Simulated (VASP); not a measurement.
# W7S16 (a cell with a defect) in VASP: a series of runs

Aim: see how the results for W7S16 (a cell with a defect) move with the level of theory and the settings. Levels: PBEsol, LDA. Tasks: single point.

Program: VASP 6.6.1. These are calculated values, not measurements. Logs are shortened: lines on timing, memory, paths and dates and some standing lists are left out, and cuts for length are marked.

## (1) The cell of the first run

The cell holds a defect, 23 atoms: a = 6.306 Å, b = 6.306 Å, c = 12.323 Å, α = 90.00°, β = 90.00°, γ = 120.00°.

## (2) Single point, PBEsol, collinear spin

The input, INCAR:

```
PREC     = Accurate       # precision mode
ENCUT    = 350            # plane-wave cutoff, eV
EDIFF    = 1E-5           # SCF threshold, eV
ISMEAR   = 0              # smearing method
SIGMA    = 0.03           # smearing width, eV
LREAL    = Auto         
LASPH    = T              # aspherical terms in the spheres
NELM     = 120            # most SCF steps
ALGO     = Normal         # electronic algorithm
ISIF     = 2              # what is computed and relaxed
LWAVE    = F              # write WAVECAR
LCHARG   = F              # write CHGCAR
ISPIN    = 2              # spin polarisation
MAGMOM   = 0 0 0 0 0 0 0 0 0 0 0 0.17 0.17 0.17 0 0 0 0 0 0.17 0.17 0.17 0 # initial moments
LORBIT   = 11             # projections on sites
LMAXMIX  = 4              # l up to which the mixer works
GGA      = PS             # functional
NELECT   = 195.0        
ISYM     = 0            
KPAR     = 4
```

The input, KPOINTS:

```
regular mesh
0
Gamma
  3 3 2
```

The input, POSCAR:

```
W7S16                                   
1.0
    6.3064000000      0.0000000000      0.0000000000
   -3.1532000000      5.4615026064      0.0000000000
    0.0000000000      0.0000000000     12.3230000000
  W               S             
     7    16
Direct
     0.1820632679083213    0.8424451043524656    0.2500878015719276
     0.6566307932136140    0.3263343520306722    0.2486778753695550
     0.6566835742250469    0.8343581491562932    0.2517936619324169
     0.3332845257642703    0.1673375626145366    0.7499859640855825
     0.3331791046172321    0.6675693297302623    0.7505395163851368
     0.8335171168091846    0.1675112127821748    0.7502176304099311
     0.8335321268502158    0.6676031752190784    0.7502321025942920
     0.1668636678779216    0.3345185965962717    0.6229777249870081
     0.1667871260892977    0.8336341472712920    0.6228018139517127
     0.6672744403186786    0.3344469779881385    0.6230914968442393
     0.6660264179500385    0.8338665731755198    0.6228298810829455
     0.3102335952468509    0.1965051481446064    0.1405814411913144
     0.3588115919784943    0.7187117332628959    0.1103317904008907
     0.8336024721660196    0.1832668182590987    0.1282664618762918
     0.8388157193064252    0.6753182428968406    0.1271657545192211
     0.1667423909899786    0.3339649032642233    0.8774862746056665
     0.1666382545155524    0.8348690088792784    0.8776230154694372
     0.6662129815801491    0.3336682319223713    0.8776822647041812
     0.6671327329553297    0.8344213824363761    0.8773980422677784
     0.3550353900481163    0.1437892594372022    0.3889062807003747
     0.3080248206423782    0.6141269828625124    0.3582295546126072
     0.8250773693698695    0.1507252162672973    0.3745644133854196
     0.8389425195770047    0.6670978914505983    0.3731222370520626
```

Potentials or basis: VASP PAW PBE potentials, release 64 (W_sv, S).

Run with:

```sh
cat potpaw_PBE.64/W_sv/POTCAR potpaw_PBE.64/S/POTCAR > POTCAR
mpirun -np 4 vasp_std > vasp.out
```

OUTCAR:

```text
PREC = Accurate
   ENCUT = 350
   EDIFF = 1E-5
   ISMEAR = 0
   LREAL = Auto
   LASPH = T
   NELM = 120
   ISIF = 2
   ISPIN = 2
   LORBIT = 11
   GGA = PS
   NELECT = 195.0
   ISYM = 0

 ion  position               nearest neighbor table
   1  0.182  0.842  0.250-  21 2.37  20 2.38  12 2.38  13 2.38  15 2.41  23 2.41   3 3.02   2 3.02
                             2 3.28   3 3.29
   2  0.657  0.326  0.249-  14 2.30  12 2.33  20 2.40  23 2.41  15 2.42  22 2.44   1 3.02   3 3.10
                             3 3.20   1 3.28
   3  0.657  0.834  0.252-  22 2.30  21 2.33  13 2.39  15 2.42  23 2.43  14 2.44   1 3.02   2 3.10
                             2 3.20   1 3.29
   4  0.333  0.167  0.750-   8 2.40  17 2.40  10 2.40   9 2.40  16 2.40  18 2.40   5 3.15   7 3.15
                             6 3.15   6 3.15   7 3.15   5 3.16
   5  0.333  0.668  0.751-  16 2.40  19 2.40   9 2.40  17 2.40   8 2.40  11 2.40   7 3.15   4 3.15
                             6 3.15   6 3.15   4 3.16   7 3.16
   6  0.834  0.168  0.750-  10 2.40  19 2.40  16 2.40   8 2.40  18 2.40  11 2.41   4 3.15   5 3.15
                             7 3.15   7 3.15   5 3.15   4 3.15
   7  0.834  0.668  0.750-  10 2.40  19 2.40  17 2.40   9 2.40  11 2.41  18 2.41   5 3.15   4 3.15
                             6 3.15   6 3.15   4 3.15   5 3.16
   8  0.167  0.335  0.623-   4 2.40   6 2.40   5 2.40
   9  0.167  0.834  0.623-   5 2.40   4 2.40   7 2.40
  10  0.667  0.334  0.623-   6 2.40   7 2.40   4 2.40
  11  0.666  0.834  0.623-   5 2.40   6 2.41   7 2.41
  12  0.310  0.197  0.141-   2 2.33   1 2.38
  13  0.359  0.719  0.110-   1 2.38   3 2.39
  14  0.834  0.183  0.128-   2 2.30   3 2.44
  15  0.839  0.675  0.127-   1 2.41   3 2.42   2 2.42
  16  0.167  0.334  0.877-   5 2.40   6 2.40   4 2.40
  17  0.167  0.835  0.878-   4 2.40   7 2.40   5 2.40
  18  0.666  0.334  0.878-   4 2.40   6 2.40   7 2.41
  19  0.667  0.834  0.877-   6 2.40   7 2.40   5 2.40
  20  0.355  0.144  0.389-   1 2.38   2 2.40
  21  0.308  0.614  0.358-   3 2.33   1 2.37
  22  0.825  0.151  0.375-   3 2.30   2 2.44
  23  0.839  0.667  0.373-   1 2.41   2 2.41   3 2.43

IMPORTANT INFORMATION: All symmetrisations will be switched off!
NOSYMM: (Re-)initialisation of all symmetry stuff for point group C_1.

----------------------------------------------------------------------------------------

                                     Primitive cell

  volume of cell :     424.4339

  direct lattice vectors                    reciprocal lattice vectors
     6.306400000  0.000000000  0.000000000     0.158569073  0.091549897  0.000000000
    -3.153200000  5.461502606  0.000000000     0.000000000  0.183099794  0.000000000
     0.000000000  0.000000000 12.323000000     0.000000000  0.000000000  0.081149071

  length of vectors
     6.306400000  6.306400000 12.323000000     0.183099794  0.183099794  0.081149071

  position of ions in fractional coordinates (direct lattice)
     0.182063268  0.842445104  0.250087802
     0.656630793  0.326334352  0.248677875
     0.656683574  0.834358149  0.251793662
     0.333284526  0.167337563  0.749985964
     0.333179105  0.667569330  0.750539516
     0.833517117  0.167511213  0.750217630
[... 15 lines left out ...]
     0.825077369  0.150725216  0.374564413
     0.838942520  0.667097891  0.373122237

  ion indices of the primitive-cell ions
   primitive index   ion index
                 1           1
                 2           2
                 3           3
                 4           4
                 5           5
                 6           6
[... 15 lines left out ...]
                22          22
                23          23

----------------------------------------------------------------------------------------

 KPOINTS: regular mesh

Automatic generation of k-mesh.
 Grid dimensions read from file:
 generate k-points for:    3    3    2

 Generating k-lattice:

  Cartesian coordinates                     Fractional coordinates (reciprocal lattice)
     0.052856358  0.030516632  0.000000000     0.333333333  0.000000000  0.000000000
     0.000000000  0.061033265  0.000000000     0.000000000  0.333333333  0.000000000
     0.000000000  0.000000000  0.040574535     0.000000000  0.000000000  0.500000000

  Length of vectors
     0.061033265  0.061033265  0.040574535

  Shift w.r.t. Gamma in fractional coordinates (k-lattice)
[... 23 lines left out ...]
   dimension x,y,z NGXF=    80 NGYF=   80 NGZF=  160
   ions per type =               7  16
   NGX,Y,Z   is equivalent  to a cutoff of  10.54, 10.54, 10.79 a.u.
   NGXF,Y,Z  is equivalent  to a cutoff of  21.09, 21.09, 21.59 a.u.
 SYSTEM =  unknown system
   PREC   = accura    normal or accurate (medium, high low for compatibility)
   ISTART =      0    job   : 0-new  1-cont  2-samecut
   ICHARG =      2    charge: 1-file 2-atom 10-const
   ISPIN  =      2    spin polarized calculation?
   LNONCOLLINEAR =      F non collinear calculations
[... 24 lines left out ...]
     AMIX_MAG =   1.60;   BMIX_MAG =  1.00
  volume/ion in A,a.u.               =      18.45       124.53
  Fermi-wavevector in a.u.,A,eV,Ry     =   1.263232  2.387162 21.711554  1.595754
  Thomas-Fermi vector in A             =   2.396599
   LORBIT       =     11    0 simple, 1 ext, 2 COOP (PROOUT), +10 PAW based schemes
   GGA     = PS    functional components
   LHFCALC =     F    Hartree Fock is set to
   AEXX    =    0.0000 exact exchange contribution
   IVDW    =     0    specifies the selected vdW correction
   LEPSILON=     F    determine dielectric tensor
   LRPA    =     F    only Hartree local field effects (RPA)
 spin polarized calculation
 Gauss-broadening in eV      SIGMA  =   0.03
  energy-cutoff  :      350.00
  volume of cell :      424.43
 maximum number of plane-waves:      6374
 NGX is ok and might be reduce to    40
   NGX = 19   NGY = 19   NGZ = 37

 number of electron     194.9999994 magnetization       0.2977379

 Free energy of the ion-electron system (eV)
  ---------------------------------------------------
  ext. energy  EPLUGINS =         0.00000000
  ---------------------------------------------------
  free energy    TOTEN  =      -175.25716659 eV

  energy without entropy =     -175.25341858  energy(sigma->0) =     -175.25529259

 E-fermi :   7.1600     XC(G=0): -10.8835

 val. band max:        7.1555064375   @ k =  -0.3333   0.3333   0.0000
 cond. band min:       7.1603439200   @ k =  -0.3333   0.3333   0.5000
 fundamental gap:      0.0048374825
 Fermi energy:         7.1600317526

 spin component 1

 k-point     1 :       0.0000    0.0000    0.0000
  band No.  band energies     occupation
      1     -68.1920      1.00000
      2     -68.1754      1.00000
      3     -68.1747      1.00000
      4     -68.1589      1.00000
      5     -67.5690      1.00000
      6     -67.5539      1.00000
[... 1109 lines left out ...]
    108       8.6289      0.00000
    109       8.6880      0.00000
 Fermi energy:         7.1600317526

 spin component 2

 k-point     1 :       0.0000    0.0000    0.0000
  band No.  band energies     occupation
      1     -68.1918      1.00000
      2     -68.1752      1.00000
      3     -68.1746      1.00000
      4     -68.1588      1.00000
      5     -67.5511      1.00000
      6     -67.5366      1.00000
[... 1109 lines left out ...]
    108       8.6316      0.00000
    109       8.6931      0.00000
 [bands above 109 left out]

------------------------ aborting loop because EDIFF is reached ----------------------------------------

  FORCE on cell =-STRESS in cart. coord.  units (eV):
  Direction    XX          YY          ZZ          XY          YZ          ZX
  --------------------------------------------------------------------------------------
  -------------------------------------------------------------------------------------
  Total       10.4319900     11.1640747     12.0787966     -0.3456197     -0.6251029      0.2962688
  in kB       39.3792677     42.1427829     45.5957267     -1.3046650     -2.3596740      1.1183724
  external PRESSURE =      42.3725924 kB  Pullay stress =       0.0000000 kB

 VOLUME and BASIS-vectors are now :
 -----------------------------------------------------------------------------
  energy-cutoff  :      350.00
  volume of cell :      424.43
      direct lattice vectors                 reciprocal lattice vectors
     6.306400000  0.000000000  0.000000000     0.158569073  0.091549897  0.000000000
    -3.153200000  5.461502606  0.000000000     0.000000000  0.183099794  0.000000000
     0.000000000  0.000000000 12.323000000     0.000000000  0.000000000  0.081149071

 POSITION                                       TOTAL-FORCE (eV/Angst)
 -----------------------------------------------------------------------------------
     -1.50823      4.60102      3.08183         0.061946      0.008426      0.025071
      3.11198      1.78228      3.06446         0.053977      0.152245      0.013148
      1.51041      4.55685      3.10285         0.046183     -0.008152     -0.003527
      1.57418      0.91391      9.24208        -0.006304      0.011540     -0.006680
     -0.00382      3.64593      9.24890         0.006194     -0.004718     -0.007178
      4.72830      0.91486      9.24493        -0.000513      0.004134     -0.005323
[... 15 lines left out ...]
      4.72800      0.82319      4.61576        -0.001149      0.050052      0.028277
      3.18721      3.64336      4.59799        -0.075545     -0.031878     -0.016365
 -----------------------------------------------------------------------------------
    total drift:                               -0.000338      0.001490     -0.002247

  FREE ENERGIE OF THE ION-ELECTRON SYSTEM (eV)
  ---------------------------------------------------
  free  energy   TOTEN  =      -175.2571665882 eV

  energy  without entropy=     -175.2534185844  energy(sigma->0) =     -175.25529259

 total charge

# of ion       s       p       d       tot
------------------------------------------
    1        2.344   6.343   3.385  12.073
    2        2.347   6.348   3.403  12.098
    3        2.347   6.348   3.400  12.095
    4        2.326   6.338   3.435  12.099
    5        2.326   6.338   3.436  12.100
    6        2.326   6.338   3.436  12.100
[... 15 lines left out ...]
   22        1.365   2.313   0.000   3.677
   23        1.352   2.351   0.000   3.703
--------------------------------------------------
tot         38.083  81.781  23.933 143.797

 magnetization (x)

# of ion       s       p       d       tot
------------------------------------------
    1        0.000   0.000   0.026   0.026
    2        0.001   0.003   0.042   0.045
    3        0.001   0.003   0.046   0.051
    4        0.000   0.000   0.000   0.000
    5        0.000   0.000   0.001   0.001
    6        0.000   0.000   0.000   0.000
[... 15 lines left out ...]
   22        0.000   0.007   0.000   0.007
   23        0.000   0.005   0.000   0.005
--------------------------------------------------
tot          0.005   0.082   0.115   0.202
```

It took 7.7 min on 4 MPI ranks of Intel Xeon Platinum 8488C (Sapphire Rapids), shared host; peak memory 0.65 GiB.

Results:

```yaml
Free_energy: -175.2572 eV
Largest_force: 0.162 eV/Å
Net_moment: 0.30 μB per cell
Site_moments: W +0.03, +0.04, +0.05, +0.00 (each value once); S +0.00, -0.00, +0.02, +0.01 (each value once) μB
Valence_electrons_inside_the_program's_atomic_spheres: W 12.07, 12.10 (each value once); S 3.71, 3.70, 3.69, 3.68 (each value once)
```

Forces on the atoms (eV/Å):
```
W    0.062  0.008  0.025
W    0.054  0.152  0.013
W    0.046 -0.008 -0.004
W   -0.006  0.012 -0.007
W    0.006 -0.005 -0.007
W   -0.001  0.004 -0.005
W   -0.001 -0.004 -0.002
S   -0.002 -0.005 -0.001
S   -0.006 -0.007  0.011
S   -0.003 -0.003  0.000
S    0.008 -0.003 -0.006
S   -0.103  0.061  0.032
S   -0.007  0.046  0.011
S    0.055 -0.057 -0.065
S   -0.050 -0.042  0.018
S    0.001  0.000  0.006
S   -0.003 -0.003  0.003
S   -0.005  0.015  0.008
S    0.005  0.002  0.003
S    0.040 -0.035 -0.026
S   -0.012 -0.146 -0.021
S   -0.001  0.050  0.028
S   -0.076 -0.032 -0.016
```

Levels at points of the mesh, in eV from the Fermi level:
Spin up:
```csv
k point,band 94,band 95,band 96,band 97,band 98,band 99,band 100,band 101,band 102,band 103
"(0.00, 0.00, 0.00)",-1.27,-0.97,-0.70,-0.67,-0.11,0.30,0.93,1.50,1.50,1.51
"(0.00, 0.00, 0.50)",-1.16,-1.01,-0.68,-0.64,-0.08,0.30,0.95,1.50,1.50,1.51
```
Spin down:
```tsv
k point	band 93	band 94	band 95	band 96	band 97	band 98	band 99	band 100	band 101	band 102
(0.00, 0.00, 0.00)	-1.32	-1.25	-0.96	-0.68	-0.63	-0.08	0.32	0.96	1.50	1.50
(0.00, 0.00, 0.50)	-1.26	-1.14	-1.00	-0.64	-0.61	-0.05	0.33	0.99	1.50	1.50
```

Caveat: the k points lie up to 0.38 Å⁻¹ apart; the cell is charged against a uniform background, so pressure and absolute levels hang on convention; the PAW data sets were made with another functional, which shifts forces and pressure a little; spin-orbit coupling is left out, which moves the levels of the heavy elements.

## (3) Single point, LDA, collinear spin

INCAR: that of step 2 with these lines changed.

```diff
@@ -15,4 +15,4 @@
 LORBIT   = 11             # projections on sites
+NUPDOWN  = 1              # fixed moment
 LMAXMIX  = 4              # l up to which the mixer works
-GGA      = PS             # functional
 NELECT   = 195.0
```

KPOINTS is that of step 2.

POSCAR is that of step 2.

Potentials or basis: VASP PAW LDA potentials, release 64 (W_sv, S).

Run with:

```sh
cat potpaw_LDA.64/W_sv/POTCAR potpaw_LDA.64/S/POTCAR > POTCAR
mpirun -np 4 vasp_std > vasp.out
```

Run time: 6.8 min. Hardware: 4 MPI ranks of Intel Xeon Platinum 8488C (Sapphire Rapids), shared host; peak memory 0.53 GiB.

It converged, with:

```yaml
Free_energy: -182.6876 eV
Largest_force: 0.190 eV/Å
Net_moment: 1.00 μB per cell
Site_moments: W +0.13, +0.11, +0.00 (each value once); S +0.00, +0.05, +0.07, +0.03, +0.01, +0.06 (each value once) μB
Valence_electrons_inside_the_program's_atomic_spheres: W 12.09, 12.12, 12.11 (each value once); S 3.72, 3.71, 3.70, 3.69 (each value once)
```

Forces in eV/Å, atoms in the order of the input:
```
W   -0.025 -0.007 -0.002
W   -0.001  0.031 -0.029
W    0.008 -0.005  0.024
W   -0.007  0.007 -0.007
W    0.001 -0.003 -0.005
W    0.000  0.003 -0.004
W    0.003 -0.001 -0.001
S   -0.002 -0.004  0.184
S   -0.006 -0.002  0.190
S   -0.005 -0.006  0.177
S    0.010  0.000  0.179
S    0.084 -0.026  0.116
S   -0.006  0.044  0.146
S   -0.070 -0.051  0.100
S    0.000 -0.005  0.176
S    0.002 -0.001 -0.180
S    0.002 -0.005 -0.178
S   -0.003  0.015 -0.179
S    0.001  0.000 -0.176
S    0.057 -0.037 -0.135
S    0.005  0.091 -0.098
S   -0.039 -0.025 -0.123
S   -0.009 -0.012 -0.177
```

Caveat: the k points lie up to 0.38 Å⁻¹ apart; the cell is charged against a uniform background, so pressure and absolute levels hang on convention; spin-orbit coupling is left out, which moves the levels of the heavy elements; the total moment is fixed, so each spin has its own Fermi level.

## (4) Single point, PBEsol, collinear spin

INCAR: that of step 3 with these lines changed.

```diff
@@ -17,2 +17,3 @@
 LMAXMIX  = 4              # l up to which the mixer works
+GGA      = PS             # functional
 NELECT   = 195.0
```

The input, KPOINTS:

```
regular mesh
0
Gamma
  4 4 2
```

POSCAR is that of step 3.

Potentials or basis: VASP PAW PBE potentials, release 64 (W_sv, S).

Run with:

```sh
cat potpaw_PBE.64/W_sv/POTCAR potpaw_PBE.64/S/POTCAR > POTCAR
mpirun -np 4 vasp_std > vasp.out
```

Run time: 8.7 min. Hardware: 4 MPI ranks of Intel Xeon Platinum 8488C (Sapphire Rapids), shared host; peak memory 0.89 GiB.

The run converged. Its results:

- Free energy: -175.2208 eV
- Largest force: 0.142 eV/Å
- Net moment: 1.00 μB per cell
- Site moments: W +0.17, +0.12, +0.00 (each value once); S +0.00, +0.04, +0.06, +0.03, +0.01 (each value once) μB
- Valence electrons inside the program's atomic spheres: W 12.07, 12.10, 12.09 (each value once); S 3.71, 3.70, 3.69, 3.68 (each value once)

Forces in eV/Å, atoms in the order of the input:
```
W    0.126  0.065  0.011
W    0.062  0.071 -0.060
W    0.068  0.026  0.039
W   -0.002  0.008 -0.005
W    0.005  0.001 -0.007
W   -0.007 -0.001 -0.005
W   -0.002 -0.005  0.000
S   -0.002 -0.003 -0.002
S   -0.003 -0.006  0.015
S   -0.003 -0.004  0.002
S    0.006 -0.002 -0.006
S   -0.046  0.069 -0.040
S   -0.056  0.013  0.000
S   -0.012  0.000 -0.033
S   -0.071 -0.061  0.025
S    0.003 -0.002  0.006
S   -0.001 -0.001 -0.004
S   -0.006  0.013  0.007
S    0.005  0.002 -0.001
S   -0.004 -0.066  0.006
S    0.008 -0.081  0.054
S    0.035 -0.002  0.019
S   -0.102 -0.033 -0.021
```

Caveat: the cell is charged against a uniform background, so pressure and absolute levels hang on convention; the PAW data sets were made with another functional, which shifts forces and pressure a little; spin-orbit coupling is left out, which moves the levels of the heavy elements; the total moment is fixed, so each spin has its own Fermi level.

## (5) The runs side by side

```tsv
level	potentials or basis	fixed moment (μB)	k mesh	moment (μB)	largest force (eV/Å)
PBEsol	VASP PAW PBE potentials, release 64 (W_sv, S)	-	3 × 3 × 2	0.30	0.16
LDA	VASP PAW LDA potentials, release 64 (W_sv, S)	1	3 × 3 × 2	1.00	0.19
PBEsol	VASP PAW PBE potentials, release 64 (W_sv, S)	1	4 × 4 × 2	1.00	0.14
```

Alike in all rows: task single point; spin collinear; cell as given; cutoff (eV) 350; smearing gaussian 0.03 eV.

Caveats: some runs use coarse meshes; the cell is charged against a uniform background, so pressure and absolute levels hang on convention; spin-orbit coupling is left out, which moves the levels of the heavy elements; the PAW data sets were made with another functional, which shifts forces and pressure a little (at least some runs); the total moment is fixed, so each spin has its own Fermi level (at least some runs).

Absolute energies hang on the potentials; compare differences alone.
